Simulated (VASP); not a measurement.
# GeSb4Te7 (P-3m1) in VASP: further runs

GeSb4Te7 is run at these levels: PBE; tasks: single point, relaxation of cell and atoms.

Program: VASP 6.6.1. These are calculated values, not measurements. Logs are shortened: lines on timing, memory, paths and dates and some standing lists are left out, and cuts for length are marked.

### 1 The cell of the first run

It takes space group P-3m1 (No. 164, trigonal). The conventional cell has a = 4.289 Å, b = 4.289 Å, c = 24.638 Å, α = 90.00°, β = 90.00°, γ = 120.00°. Ge (site symmetry -3m) has 6 Te at 3.00 Å within 3.9 Å. Within 4.0 Å of Sb (site symmetry 3m) lie 6 Te at 3.01 to 3.18 Å. Sb (site symmetry 3m) has 6 Te at 3.00 to 3.19 Å within 4.0 Å. Te (site symmetry 3m) has 3 Sb at 3.01 Å and 3 Te at 4.06 Å within 4.1 Å. Within 4.1 Å of Te (site symmetry 3m) lie 3 Sb at 3.00 Å and 3 Te at 4.06 Å. Te (site symmetry 3m) has 3 Ge at 3.00 Å and 3 Sb at 3.19 Å within 3.9 Å. Te (site symmetry -3m) has 6 Sb at 3.18 Å and 12 Te at 4.29 to 4.45 Å within 4.5 Å.

### 2 Single point, PBE

Input file INCAR:

```
PREC = Accurate
ENCUT = 520
EDIFF = 1E-6
ISMEAR = 0
SIGMA = 0.1
LREAL = F
LASPH = T
NELM = 80
ALGO = Normal
ISIF = 2
LWAVE = F
LCHARG = T
GGA = PE
LELF = T
LVHAR = T
NBANDS = 50
```

Input file KPOINTS:

```
regular mesh
0
Gamma
  6 6 1
```

Input file POSCAR:

```
GeSb4Te7
1.0
    4.2893002584      0.0000000000      0.0000000000
   -2.1446501292      3.7146429882      0.0000000000
    0.0000000000      0.0000000000     24.6377784500
Ge Sb Te
1 4 7
Direct
    0.0000000000      0.0000000000      0.5000000000
    0.6666666700      0.3333333300      0.9188986200
    0.3333333300      0.6666666700      0.3497515000
    0.3333333300      0.6666666700      0.0811013800
    0.6666666700      0.3333333300      0.6502485000
    0.3333333300      0.6666666700      0.8497318700
    0.6666666700      0.3333333300      0.1502681300
    0.0000000000      0.0000000000      0.7189782900
    0.6666666700      0.3333333300      0.4313943000
    0.3333333300      0.6666666700      0.5686057000
    0.0000000000      0.0000000000      0.0000000000
    0.0000000000      0.0000000000      0.2810217100
```

Potentials or basis: VASP PAW PBE potentials, release 64 (Ge_d, Sb, Te).

Started as:

```bash
> cat potpaw_PBE.64/Ge_d/POTCAR potpaw_PBE.64/Sb/POTCAR potpaw_PBE.64/Te/POTCAR > POTCAR
> mpirun -np 1 vasp_std > vasp.out
```

OUTCAR:

```text
PREC = Accurate
   ENCUT = 520
   EDIFF = 1E-6
   ISMEAR = 0
   LREAL = F
   LASPH = T
   NELM = 80
   ISIF = 2
   GGA = PE

 ion  position               nearest neighbor table
   1  0.000  0.000  0.500-   9 3.00  10 3.00  10 3.00   9 3.00   9 3.00  10 3.00
   2  0.667  0.333  0.919-   6 3.01   6 3.01   6 3.01  11 3.18  11 3.18  11 3.18
   3  0.333  0.667  0.350-  12 3.00  12 3.00  12 3.00   9 3.19   9 3.19   9 3.19
   4  0.333  0.667  0.081-   7 3.01   7 3.01   7 3.01  11 3.18  11 3.18  11 3.18
   5  0.667  0.333  0.650-   8 3.00   8 3.00   8 3.00  10 3.19  10 3.19  10 3.19
   6  0.333  0.667  0.850-   2 3.01   2 3.01   2 3.01
   7  0.667  0.333  0.150-   4 3.01   4 3.01   4 3.01
   8  0.000  0.000  0.719-   5 3.00   5 3.00   5 3.00
   9  0.667  0.333  0.431-   1 3.00   1 3.00   1 3.00   3 3.19   3 3.19   3 3.19
  10  0.333  0.667  0.569-   1 3.00   1 3.00   1 3.00   5 3.19   5 3.19   5 3.19
  11  0.000  0.000  0.000-   2 3.18   4 3.18   4 3.18   2 3.18   2 3.18   4 3.18
  12  0.000  0.000  0.281-   3 3.00   3 3.00   3 3.00

  LATTYP: Found a hexagonal cell.
 ALAT       =     4.2893002584
 C/A-ratio  =     5.7440088046

  Lattice vectors:

 A1 = (   4.2893002584,   0.0000000000,   0.0000000000)
 A2 = (  -2.1446501292,   3.7146429882,   0.0000000000)
 A3 = (   0.0000000000,   0.0000000000,  24.6377784500)

Analysis of symmetry for initial positions (statically):
=====================================================================
 Subroutine PRICEL returns:
 Original cell was already a primitive cell.

 Routine SETGRP: Setting up the symmetry group for a
 hexagonal supercell.

 Subroutine GETGRP returns: Found 12 space group operations
 (whereof 12 operations were pure point group operations)
 out of a pool of 24 trial point group operations.

The static configuration has the point symmetry D_3d.

Analysis of symmetry for dynamics (positions and initial velocities):
=====================================================================
 Subroutine PRICEL returns:
 Original cell was already a primitive cell.

 Routine SETGRP: Setting up the symmetry group for a
 hexagonal supercell.

 Subroutine GETGRP returns: Found 12 space group operations
 (whereof 12 operations were pure point group operations)
 out of a pool of 24 trial point group operations.

The dynamic configuration has the point symmetry D_3d.

 Subroutine INISYM returns: Found 12 space group operations
 (whereof 12 operations are pure point group operations),
 and found     1 'primitive' translations

----------------------------------------------------------------------------------------

                                     Primitive cell

  volume of cell :     392.5591

  direct lattice vectors                    reciprocal lattice vectors
     4.289300258  0.000000000  0.000000000     0.233138260  0.134602437  0.000000000
    -2.144650129  3.714642988  0.000000000     0.000000000  0.269204875  0.000000000
     0.000000000  0.000000000 24.637778450     0.000000000  0.000000000  0.040588075

  length of vectors
     4.289300258  4.289300258 24.637778450     0.269204875  0.269204875  0.040588075

  position of ions in fractional coordinates (direct lattice)
     0.000000000  0.000000000  0.500000000
     0.666666670  0.333333330  0.918898620
     0.333333330  0.666666670  0.349751500
     0.333333330  0.666666670  0.081101380
     0.666666670  0.333333330  0.650248500
     0.333333330  0.666666670  0.849731870
     0.666666670  0.333333330  0.150268130
     0.000000000  0.000000000  0.718978290
     0.666666670  0.333333330  0.431394300
     0.333333330  0.666666670  0.568605700
     0.000000000  0.000000000  0.000000000
     0.000000000  0.000000000  0.281021710

  ion indices of the primitive-cell ions
   primitive index   ion index
                 1           1
                 2           2
                 3           3
                 4           4
                 5           5
                 6           6
                 7           7
                 8           8
                 9           9
                10          10
                11          11
                12          12

----------------------------------------------------------------------------------------

 KPOINTS: regular mesh

Automatic generation of k-mesh.
 Grid dimensions read from file:
 generate k-points for:    6    6    1

 Generating k-lattice:

  Cartesian coordinates                     Fractional coordinates (reciprocal lattice)
     0.038856377  0.022433740  0.000000000     0.166666667  0.000000000  0.000000000
     0.000000000  0.044867479  0.000000000     0.000000000  0.166666667  0.000000000
     0.000000000  0.000000000  0.040588075     0.000000000  0.000000000  1.000000000

  Length of vectors
     0.044867479  0.044867479  0.040588075

  Shift w.r.t. Gamma in fractional coordinates (k-lattice)
     0.000000000  0.000000000  0.000000000

 Subroutine IBZKPT returns following result:
 ===========================================

 Found      7 irreducible k-points:

 Following reciprocal coordinates:
            Coordinates               Weight
  0.000000  0.000000  0.000000      1.000000
  0.166667  0.000000  0.000000      6.000000
  0.333333  0.000000  0.000000      6.000000
  0.500000  0.000000  0.000000      3.000000
  0.166667  0.166667  0.000000      6.000000
  0.333333  0.166667  0.000000     12.000000
  0.333333  0.333333  0.000000      2.000000
   k-points           NKPTS =      7   k-points in BZ     NKDIM =      7   number of bands    NBANDS=     50
   number of dos      NEDOS =    301   number of ions     NIONS =     12
   total plane-waves  NPLWV = 196608
   dimension x,y,z NGX =    32 NGY =   32 NGZ =  192
   dimension x,y,z NGXF=    64 NGYF=   64 NGZF=  384
   ions per type =               1   4   7
   NGX,Y,Z   is equivalent  to a cutoff of  12.40, 12.40, 12.96 a.u.
   NGXF,Y,Z  is equivalent  to a cutoff of  24.81, 24.81, 25.91 a.u.
 SYSTEM =  unknown system
   PREC   = accura    normal or accurate (medium, high low for compatibility)
   ISTART =      0    job   : 0-new  1-cont  2-samecut
   ICHARG =      2    charge: 1-file 2-atom 10-const
   ISPIN  =      1    spin polarized calculation?
   LNONCOLLINEAR =      F non collinear calculations
   LSORBIT =      F    spin-orbit coupling
   LASPH  =      T    aspherical Exc in radial PAW
   ENCUT  =  520.0 eV  38.22 Ry    6.18 a.u.   7.98  7.98 45.81*2*pi/ulx,y,z
   NELM   =     80;   NELMIN=  2; NELMDL= -5     # of ELM steps
   EDIFF  = 0.1E-05   stopping-criterion for ELM
   LREAL  =      F    real-space projection
   EDIFFG = 0.1E-04   stopping-criterion for IOM
   NSW    =      0    number of steps for IOM
   IBRION =     -1    ionic relax: 0-MD 1-quasi-New 2-CG
   NFREE  =      0    steps in history (QN), initial steepest desc. (CG)
   ISIF   =      2    stress and relaxation
   ISYM   =      2    0-nonsym 1-usesym 2-fastsym
   POTIM  = 0.5000    time-step for ionic-motion
   TEBEG  =    0.0;   TEEND  =   0.0 temperature during run
   PSTRESS=    0.0 pullay stress
   NELECT =      76.0000    total number of electrons
   NUPDOWN=      -1.0000    fix difference up-down
   EMIN   =  10.00;   EMAX   =-10.00  energy-range for DOS
   EFERMI =   0.00;   METHOD = LEGACY
   ISMEAR =     0;   SIGMA  =   0.10  broadening in eV -4-tet -1-fermi 0-gaus
   EFERMI_NEDOS =   21; number of points for ismear=-14 and -15
   IALGO  =     38    algorithm
   IMIX   =      4    mixing-type and parameters
     AMIX     =   0.40;   BMIX     =  1.00
     AMIX_MAG =   1.60;   BMIX_MAG =  1.00
  volume/ion in A,a.u.               =      32.71       220.76
  Fermi-wavevector in a.u.,A,eV,Ry     =   0.947060  1.789685 12.203383  0.896923
  Thomas-Fermi vector in A             =   2.075118
   LORBIT       =      0    0 simple, 1 ext, 2 COOP (PROOUT), +10 PAW based schemes
   GGA     = PE    functional components
   LHFCALC =     F    Hartree Fock is set to
   AEXX    =    0.0000 exact exchange contribution
   IVDW    =     0    specifies the selected vdW correction
   LEPSILON=     F    determine dielectric tensor
   LRPA    =     F    only Hartree local field effects (RPA)
 non-spin polarized calculation
 Gauss-broadening in eV      SIGMA  =   0.10
  energy-cutoff  :      520.00
  volume of cell :      392.56
 maximum number of plane-waves:     10650
 NGX is ok and might be reduce to    32
   NGX = 15   NGY = 15   NGZ = 91

 number of electron      76.0000012 magnetization

 Free energy of the ion-electron system (eV)
  ---------------------------------------------------
  ext. energy  EPLUGINS =         0.00000000
  ---------------------------------------------------
  free energy    TOTEN  =       -44.56509130 eV

  energy without entropy =      -44.56509060  energy(sigma->0) =      -44.56509095

 E-fermi :   6.0345     XC(G=0):  -9.1243

 val. band max:        5.7417354597   @ k =   0.0000   0.0000   0.0000
 cond. band min:       6.3251882279   @ k =   0.0000   0.0000   0.0000
 fundamental gap:      0.5834527681
 Fermi energy:         6.0344681373

 k-point     1 :       0.0000    0.0000    0.0000
  band No.  band energies     occupation
      1     -18.9268      2.00000
      2     -18.9268      2.00000
      3     -18.9237      2.00000
      4     -18.9202      2.00000
      5     -18.9202      2.00000
      6      -7.1035      2.00000
[... 42 lines left out ...]
     49       7.6513      0.00000
     50       7.7091      0.00000

 k-point     2 :       0.1667    0.0000    0.0000
  band No.  band energies     occupation
      1     -18.9274      2.00000
      2     -18.9267      2.00000
      3     -18.9234      2.00000
      4     -18.9202      2.00000
      5     -18.9198      2.00000
      6      -6.8572      2.00000
[... 257 lines left out ...]
 k-point     7 :       0.3333    0.3333    0.0000
  band No.  band energies     occupation
      1     -18.9280      2.00000
      2     -18.9280      2.00000
      3     -18.9223      2.00000
      4     -18.9193      2.00000
      5     -18.9193      2.00000
      6      -5.0235      2.00000
[... 42 lines left out ...]
     49       9.6649      0.00000
     50       9.6649      0.00000

------------------------ aborting loop because EDIFF is reached ----------------------------------------

  FORCE on cell =-STRESS in cart. coord.  units (eV):
  Direction    XX          YY          ZZ          XY          YZ          ZX
  --------------------------------------------------------------------------------------
  -------------------------------------------------------------------------------------
  Total        1.8144015      1.8144015      1.5655980     -0.0000000      0.0000000      0.0000000
  in kB        7.4052358      7.4052358      6.3897781     -0.0000000      0.0000000      0.0000000
  external PRESSURE =       7.0667499 kB  Pullay stress =       0.0000000 kB

 VOLUME and BASIS-vectors are now :
 -----------------------------------------------------------------------------
  energy-cutoff  :      520.00
  volume of cell :      392.56
      direct lattice vectors                 reciprocal lattice vectors
     4.289300258  0.000000000  0.000000000     0.233138260  0.134602437  0.000000000
    -2.144650129  3.714642988  0.000000000     0.000000000  0.269204875  0.000000000
     0.000000000  0.000000000 24.637778450     0.000000000  0.000000000  0.040588075

 POSITION                                       TOTAL-FORCE (eV/Angst)
 -----------------------------------------------------------------------------------
      0.00000      0.00000     12.31889        -0.000000      0.000000     -0.000000
      2.14465      1.23821     22.63962        -0.000000      0.000000      0.113866
     -0.00000      2.47643      8.61710         0.000000      0.000000      0.066471
     -0.00000      2.47643      1.99816         0.000000     -0.000000     -0.113866
      2.14465      1.23821     16.02068         0.000000     -0.000000     -0.066471
     -0.00000      2.47643     20.93551         0.000000     -0.000000     -0.137653
      2.14465      1.23821      3.70227        -0.000000      0.000000      0.137653
      0.00000      0.00000     17.71403        -0.000000      0.000000      0.138947
      2.14465      1.23821     10.62860         0.000000      0.000000      0.009512
     -0.00000      2.47643     14.00918         0.000000      0.000000     -0.009512
      0.00000      0.00000      0.00000        -0.000000      0.000000     -0.000000
      0.00000      0.00000      6.92375        -0.000000      0.000000     -0.138947
 -----------------------------------------------------------------------------------
    total drift:                               -0.000000     -0.000000      0.000000

  FREE ENERGIE OF THE ION-ELECTRON SYSTEM (eV)
  ---------------------------------------------------
  free  energy   TOTEN  =       -44.5650912990 eV

  energy  without entropy=      -44.5650905996  energy(sigma->0) =      -44.56509095
```

Wall time 3.3 min (1 thread of Intel Xeon Platinum 8259CL at 2.50GHz (Skylake/Cascade Lake), shared host); peak memory 0.53 GiB.

What came out:

| Item | Value |
| --- | --- |
| Free energy | -44.5651 eV |
| Pressure | 0.7 GPa |
| Largest force | 0.139 eV/Å |
| Band gap on the k mesh | 0.58 eV |

Forces in eV/Å, atoms in the order of the input:
```
Ge   0.000  0.000  0.000
Sb   0.000  0.000  0.114
Sb   0.000  0.000  0.066
Sb   0.000  0.000 -0.114
Sb   0.000  0.000 -0.066
Te   0.000  0.000 -0.138
Te   0.000  0.000  0.138
Te   0.000  0.000  0.139
Te   0.000  0.000  0.010
Te   0.000  0.000 -0.010
Te   0.000  0.000  0.000
Te   0.000  0.000 -0.139
```

Caveat: spin-orbit coupling is left out, which moves the levels of the heavy elements; an odd mesh through Γ misses points on the zone boundary, where band edges can lie; this functional lacks dispersion, which binds the layers, so the pressure and a relaxed spacing across them are unreliable.

### 3 Single point, PBE

This run uses another cell than the first one, of 33.07 Å³/atom.

Input file INCAR:

```
  ALGO = Normal
  EDIFF = 1E-6
  ENCUT = 520
  GGA = PE
  ISIF = 2
  ISMEAR = 0
  LASPH = True
  LCHARG = False
  LREAL = False
  LWAVE = False
  NBANDS = 50
  NELM = 100
  PREC = Accurate
  SIGMA = 0.02
```

Input file KPOINTS:

```
k-points
0
Gamma
  9 9 2
```

Input file POSCAR:

```
GeSb4Te7
1.0
    4.3195762133      0.0000000000      0.0000000000
   -2.1597881067      3.7408627343      0.0000000000
    0.0000000000      0.0000000000     24.5613487811
Ge Sb Te
1 4 7
Direct
    0.0000000000      0.0000000000      0.5000000000
    0.6666666667      0.3333333333      0.9186676502
    0.3333333333      0.6666666667      0.3486979583
    0.3333333333      0.6666666667      0.0813323498
    0.6666666667      0.3333333333      0.6513020417
    0.3333333333      0.6666666667      0.8490793282
    0.6666666667      0.3333333333      0.1509206718
    0.0000000000      0.0000000000      0.7206131967
    0.6666666667      0.3333333333      0.4309380597
    0.3333333333      0.6666666667      0.5690619403
    0.0000000000      0.0000000000      0.0000000000
    0.0000000000      0.0000000000      0.2793868033
```

Potentials or basis: VASP PAW PBE potentials, release 64 (Ge_d, Sb, Te).

Started as:

```bash
> cat potpaw_PBE.64/Ge_d/POTCAR potpaw_PBE.64/Sb/POTCAR potpaw_PBE.64/Te/POTCAR > POTCAR
> mpirun -np 1 vasp_std > vasp.out
```

Run time: 15 min. Hardware: 1 thread of Intel Xeon 8259CL, shared host; peak memory 0.75 GiB.

The run converged. Its results:

* Free energy: -44.5388 eV
* Pressure: 0.0 GPa
* Largest force: 0.023 eV/Å
* Band gap on the k mesh: 0.36 eV

Forces on the atoms (eV/Å):
```
Ge   0.000  0.000  0.000
Sb   0.000  0.000  0.023
Sb   0.000  0.000  0.022
Sb   0.000  0.000 -0.023
Sb   0.000  0.000 -0.022
Te   0.000  0.000 -0.015
Te   0.000  0.000  0.015
Te   0.000  0.000  0.014
Te   0.000  0.000 -0.008
Te   0.000  0.000  0.008
Te   0.000  0.000  0.000
Te   0.000  0.000 -0.014
```

Levels at points of the mesh, in eV from the valence-band top:
```csv
k point,band 35,band 36,band 37,band 38,band 39,band 40,band 41,band 42
"(0.00, 0.00, 0.00)",-1.04,-1.04,-0.27,-0.09,0.47,0.53,0.64,0.64
"(0.00, 0.00, 0.50)",-1.02,-0.90,-0.34,0.00,0.36,0.59,0.59,0.62
```

Caveat: spin-orbit coupling is left out, which moves the levels of the heavy elements; an odd mesh through Γ misses points on the zone boundary, where band edges can lie; this functional lacks dispersion, which binds the layers, so the pressure and a relaxed spacing across them are unreliable.

### 4 Single point, PBE

This run uses another cell than the first one, of 30.03 Å³/atom.

Input file INCAR:

```
PREC     = Accurate       # precision mode
ENCUT    = 520            # plane-wave cutoff, eV
EDIFF    = 1E-7           # SCF threshold, eV
ISMEAR   = 0              # smearing method
SIGMA    = 0.1            # smearing width, eV
LREAL    = False          # projectors in reciprocal space
LASPH    = True           # aspherical terms in the spheres
NELM     = 60             # most SCF steps
ALGO     = Normal         # electronic algorithm
ISIF     = 2              # what is computed and relaxed
LWAVE    = False          # write WAVECAR
LCHARG   = False          # write CHGCAR
GGA      = PE             # functional
NBANDS   = 50             # bands
```

Input file KPOINTS:

```
regular mesh
0
Gamma
  6 6 1
```

Input file POSCAR:

```
GeSb4Te7
1.0
    4.2433937410      0.0000000000      0.0000000000
   -2.1216968705      3.6748867780      0.0000000000
    0.0000000000      0.0000000000     23.1125108678
Ge Sb Te
1 4 7
Direct
    0.0000000000      0.0000000000      0.5000000000
    0.6666666667      0.3333333333      0.9152333565
    0.3333333333      0.6666666667      0.3431842846
    0.3333333333      0.6666666667      0.0847666435
    0.6666666667      0.3333333333      0.6568157154
    0.3333333333      0.6666666667      0.8406961926
    0.6666666667      0.3333333333      0.1593038074
    0.0000000000      0.0000000000      0.7310714683
    0.6666666667      0.3333333333      0.4286417859
    0.3333333333      0.6666666667      0.5713582141
    0.0000000000      0.0000000000      0.0000000000
    0.0000000000      0.0000000000      0.2689285317
```

Started as:

```bash
> cat potpaw_PBE.64/Ge_d/POTCAR potpaw_PBE.64/Sb/POTCAR potpaw_PBE.64/Te/POTCAR > POTCAR
> mpirun -np 1 vasp_std > vasp.out
```

It took 11 min on 1 thread of Intel Xeon 8259CL, shared host; peak memory 0.5 GiB.

Results (log left out):

* Free energy: -44.3030 eV
* Pressure: 3.2 GPa
* Largest force: 0.031 eV/Å
* Band gap on the k mesh: 0.37 eV

Forces in eV/Å, atoms in the order of the input:
```
Ge   0.000  0.000  0.000
Sb   0.000  0.000  0.026
Sb   0.000  0.000  0.028
Sb   0.000  0.000 -0.026
Sb   0.000  0.000 -0.028
Te   0.000  0.000 -0.028
Te   0.000  0.000  0.028
Te   0.000  0.000  0.031
Te   0.000  0.000 -0.022
Te   0.000  0.000  0.022
Te   0.000  0.000  0.000
Te   0.000  0.000 -0.031
```

Levels at points of the mesh, in eV from the valence-band top:
```
           k point  band 35  band 36  band 37  band 38  band 39  band 40  band 41  band 42
(0.00, 0.00, 0.00)    -1.20    -1.15    -0.24     0.00     0.37     0.37     0.41     0.41
(0.50, 0.00, 0.00)    -1.56    -1.54    -0.95    -0.92     0.87     0.89     0.91     0.99
```

Caveat: the cell stands under pressure; spin-orbit coupling is left out, which moves the levels of the heavy elements; an odd mesh through Γ misses points on the zone boundary, where band edges can lie.

[end of part 1 of 2]
